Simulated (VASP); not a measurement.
# TiB2 in VASP: settings compared, part 3 of 3

VASP 6.6.1. Earlier steps stand in the parts before.

### 6 Single point, PBEsol (atoms moved at random)

INCAR

```
SYSTEM = TiB2
ALGO = Normal
EDIFF = 1E-6
ENCUT = 520
GGA = PS
ISIF = 2
ISMEAR = -1
LASPH = .True.
LCHARG = .True.
LELF = .True.
LREAL = .False.
LVHAR = .True.
LWAVE = .False.
NBANDS = 16
NELM = 100
PREC = Accurate
SIGMA = 0.05
```

KPOINTS

```
k-points
0
Gamma
  10 10 8
  0 0 0
```

POSCAR

```
TiB2
1.0
    3.0292000000      0.0000000000      0.0000000000
   -1.5146000000      2.6233641531      0.0000000000
    0.0000000000      0.0000000000      3.2284000000
Ti B
1 2
Direct
   -0.0033710000     -0.0139150000     -0.0152660000
    0.6563980000      0.3134780000      0.5027410000
    0.3314890000      0.6664920000      0.4940860000
```

Potentials or basis: VASP PAW PBE potentials, release 64 (Ti_sv, B).

Command:

```bash
$ cat potpaw_PBE.64/Ti_sv/POTCAR potpaw_PBE.64/B/POTCAR > POTCAR
$ mpirun -np 1 vasp_std > vasp.out
```

OUTCAR:

```text
SYSTEM = TiB2
   EDIFF = 1E-6
   ENCUT = 520
   GGA = PS
   ISIF = 2
   ISMEAR = -1
   LASPH = .True.
   LREAL = .False.
   NELM = 100
   PREC = Accurate

 ion  position               nearest neighbor table
   1  0.997  0.986  0.985-   2 2.33   3 2.34   2 2.34   2 2.35   3 2.36   3 2.38   3 2.39   3 2.40
                             2 2.41   2 2.42   3 2.43   2 2.43
   2  0.656  0.313  0.503-   3 1.70   3 1.77   3 1.78   1 2.33   1 2.34   1 2.35   1 2.41   1 2.42
                             1 2.43
   3  0.331  0.666  0.494-   2 1.70   2 1.77   2 1.78   1 2.34   1 2.36   1 2.38   1 2.39   1 2.40
                             1 2.43

  LATTYP: Found a hexagonal cell.
 ALAT       =     3.0292000000
 C/A-ratio  =     1.0657599366

  Lattice vectors:

 A1 = (   3.0292000000,   0.0000000000,   0.0000000000)
 A2 = (  -1.5146000000,   2.6233641531,   0.0000000000)
 A3 = (   0.0000000000,   0.0000000000,   3.2284000000)

Analysis of symmetry for initial positions (statically):
=====================================================================
 Subroutine PRICEL returns:
 Original cell was already a primitive cell.

 Routine SETGRP: Setting up the symmetry group for a
 hexagonal supercell.

 Subroutine GETGRP returns: Found  1 space group operations
 (whereof  1 operations were pure point group operations)
 out of a pool of 24 trial point group operations.

The static configuration has the point symmetry C_1 .

Analysis of symmetry for dynamics (positions and initial velocities):
=====================================================================
 Subroutine PRICEL returns:
 Original cell was already a primitive cell.

 Routine SETGRP: Setting up the symmetry group for a
 hexagonal supercell.

 Subroutine GETGRP returns: Found  1 space group operations
 (whereof  1 operations were pure point group operations)
 out of a pool of 24 trial point group operations.
[... 114 lines left out ...]
   NELECT =      18.0000    total number of electrons
   NUPDOWN=      -1.0000    fix difference up-down
   EMIN   =  10.00;   EMAX   =-10.00  energy-range for DOS
   EFERMI =   0.00;   METHOD = LEGACY
   ISMEAR =    -1;   SIGMA  =   0.05  broadening in eV -4-tet -1-fermi 0-gaus
   EFERMI_NEDOS =   21; number of points for ismear=-14 and -15
   IALGO  =     38    algorithm
   IMIX   =      4    mixing-type and parameters
     AMIX     =   0.40;   BMIX     =  1.00
     AMIX_MAG =   1.60;   BMIX_MAG =  1.00
  volume/ion in A,a.u.               =       8.55        57.71
  Fermi-wavevector in a.u.,A,eV,Ry     =   1.454703  2.748990 28.792122  2.116161
  Thomas-Fermi vector in A             =   2.571823
   LORBIT       =      0    0 simple, 1 ext, 2 COOP (PROOUT), +10 PAW based schemes
   GGA     = PS    functional components
   LHFCALC =     F    Hartree Fock is set to
   AEXX    =    0.0000 exact exchange contribution
   IVDW    =     0    specifies the selected vdW correction
   LEPSILON=     F    determine dielectric tensor
   LRPA    =     F    only Hartree local field effects (RPA)
 non-spin polarized calculation
  energy-cutoff  :      520.00
  volume of cell :       25.66
 maximum number of plane-waves:       721
   NGX = 11   NGY = 11   NGZ = 13

 number of electron      18.0000000 magnetization

 Free energy of the ion-electron system (eV)
  ---------------------------------------------------
  ext. energy  EPLUGINS =         0.00000000
  ---------------------------------------------------
  free energy    TOTEN  =       -25.73862034 eV

  energy without entropy =      -25.73289626  energy(sigma->0) =      -25.73575830

 E-fermi :   9.8369     XC(G=0): -12.8699

 val. band max:        9.8368284544   @ k =  -0.3000   0.5000   0.0000
 cond. band min:       9.8388839029   @ k =   0.1000   0.1000   0.2500
 fundamental gap:      0.0020554485
 Fermi energy:         9.8368906332

 k-point     1 :       0.0000    0.0000    0.0000
  band No.  band energies     occupation
      1     -46.7934      2.00000
      2     -23.2493      2.00000
      3     -22.9450      2.00000
      4     -22.9247      2.00000
      5      -3.5612      2.00000
      6       7.0915      2.00000
[... 433 lines left out ...]
      3     -23.1445      2.00000
      4     -23.0063      2.00000
      5      -2.2761      2.00000
      6       4.5220      2.00000
[... 8 lines left out ...]
     15      17.6932      0.00000
     16      18.8382      0.00000

 [... further k-points ...]
[... 5 lines left out ...]
  --------------------------------------------------------------------------------------
  -------------------------------------------------------------------------------------
  Total       -0.7261163     -0.2568769     -0.9564724      0.0099642      0.0141478     -0.0260802
  in kB      -45.3464114    -16.0421179    -59.7322882      0.6222719      0.8835360     -1.6287244
  external PRESSURE =     -40.3736058 kB  Pullay stress =       0.0000000 kB

 VOLUME and BASIS-vectors are now :
 -----------------------------------------------------------------------------
  energy-cutoff  :      520.00
  volume of cell :       25.66
      direct lattice vectors                 reciprocal lattice vectors
     3.029200000  0.000000000  0.000000000     0.330120164  0.190594965  0.000000000
    -1.514600000  2.623364153  0.000000000     0.000000000  0.381189931  0.000000000
     0.000000000  0.000000000  3.228400000     0.000000000  0.000000000  0.309750960

 POSITION                                       TOTAL-FORCE (eV/Angst)
 -----------------------------------------------------------------------------------
      1.52546      2.58686      3.17912        -0.203877      0.138576      0.620536
      1.51357      0.82237      1.62305         0.044528      0.788458     -0.463187
     -0.00532      1.74845      1.59511         0.159350     -0.927033     -0.157349
 -----------------------------------------------------------------------------------
    total drift:                               -0.000027      0.000026     -0.000234

  FREE ENERGIE OF THE ION-ELECTRON SYSTEM (eV)
  ---------------------------------------------------
  free  energy   TOTEN  =       -25.7386203413 eV

  energy  without entropy=      -25.7328962574  energy(sigma->0) =      -25.73575830
```

stdout:

```text
POSCAR found type information on POSCAR TiB
 POSCAR found :  2 types and       3 ions
 scaLAPACK will be used
 -----------------------------------------------------------------------------
|                                                                             |
|                                                                             |
|     You enforced a specific xc type in the INCAR file but a different       |
|     I HOPE YOU KNOW WHAT YOU ARE DOING!                                     |
|                                                                             |
 -----------------------------------------------------------------------------

 LDA part: xc-table for (Slater+PW92), standard interpolation
 POSCAR, INCAR and KPOINTS ok, starting setup
 FFT: planning ... GRIDC
 FFT: planning ... GRID_SOFT
 FFT: planning ... GRID
 WAVECAR not read
 entering main loop
```

Wall time 44 s (1 thread of Intel Xeon 6975P-C (Granite Rapids), shared host); peak memory 0.27 GiB.

Results:

```
Free energy            : -25.7386 eV
Pressure               : -4.0 GPa
Largest force          : 0.954 eV/Å
Band gap on the k mesh : zero (band 9 reaches 10.29 eV, above the bottom of band 10 at 9.72 eV)
```

Forces on the atoms (eV/Å):
```
Ti  -0.204  0.139  0.621
B    0.045  0.788 -0.463
B    0.159 -0.927 -0.157
```

Stress tensor (GPa, compression positive):
```
-4.53  0.06 -0.16
 0.06 -1.60  0.09
-0.16  0.09 -5.97
```

Caveat: the cell differs from its parent crystal (atoms moved at random); the PAW data sets were made with another functional, which shifts forces and pressure a little.

### 7 Overview

| level | cell | gap on the mesh (eV) | pressure (GPa) |
| --- | --- | --- | --- |
| r2SCAN | a = 3.029, b = 3.029, c = 3.228 Å, angles 90.0, 90.0, 120.0°, 3 atoms | none | -0.3 |
| r2SCAN | a = 3.049, b = 3.049, c = 3.250 Å, angles 90.0, 90.0, 120.0°, 3 atoms | none | -5.3 |
| r2SCAN | a = 3.069, b = 3.069, c = 3.271 Å, angles 90.0, 90.0, 120.0°, 3 atoms | none | -9.8 |
| PBEsol | a = 2.988, b = 2.988, c = 3.185 Å, angles 90.0, 90.0, 120.0°, 3 atoms | none | 6.3 |
| PBEsol | a = 3.029, b = 3.029, c = 3.228 Å, angles 90.0, 90.0, 120.0°, 3 atoms | none | -4.0 |

Some of these runs hold the atoms at other places in the same cell, which the table doesn't show; runs alike in all that it shows share one row.

Alike in all rows: task single point; potentials or basis VASP PAW PBE potentials, release 64 (Ti_sv, B); no spin polarisation; k mesh 10 × 10 × 8; cutoff (eV) 520; smearing fermi-dirac 0.05 eV.

Caveats: the PAW data sets were made with another functional, which shifts forces and pressure a little.

Absolute energies hang on the potentials; compare differences alone.
